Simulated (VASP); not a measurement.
Here is a VASP 6.6.1 calculation.

The input INCAR:

```
PREC = Accurate ; ENCUT = 600
EDIFF = 1E-7 ; ISMEAR = 0
SIGMA = 0.1 ; LREAL = False
LASPH = True ; NELM = 80
ALGO = Normal ; ISIF = 3
LWAVE = False ; LCHARG = False
GGA = PE ; IBRION = 2
NSW = 90 ; EDIFFG = -0.04
```

KPOINTS

```
Automatic mesh
0
Gamma
  4 4 4
```

Contents of POSCAR:

```
Ta3GaC3
1.0
    4.9855749500      0.0000000000      0.0000000000
    0.0000000000      4.9855749500      0.0000000000
    0.0000000000      0.0000000000      4.9855749500
Ta Ga C
3 1 3
Direct
    0.0000000000      0.5000000000      0.5000000000
    0.5000000000      0.0000000000      0.5000000000
    0.5000000000      0.5000000000      0.0000000000
    0.0000000000      0.0000000000      0.0000000000
    0.5000000000      0.0000000000      0.0000000000
    0.0000000000      0.5000000000      0.0000000000
    0.0000000000      0.0000000000      0.5000000000
```

Potentials or basis: VASP PAW PBE potentials, release 64 (Ta_pv, Ga_d, C).

The run is started by

```sh
$ cat potpaw_PBE.64/Ta_pv/POTCAR potpaw_PBE.64/Ga_d/POTCAR potpaw_PBE.64/C/POTCAR > POTCAR
$ mpirun -np 1 vasp_std > vasp.out
```

(1) What does it give for the relaxed cell?

(2) What does it give for the band gap on the k mesh?

(3) What does it give for the relaxed volume?

Answers

(1) a = 4.437 Å, b = 4.437 Å, c = 4.437 Å, α = 90.00°, β = 90.00°, γ = 90.00°.

(2) zero (band 29 reaches 7.06 eV, above the bottom of band 30 at 6.39 eV).

(3) 12.48 Å³/atom.

Caveat: the volume moved by over 15 % at a fixed basis, so the end points are rough; spin-orbit coupling is left out, which moves the levels of the heavy elements.
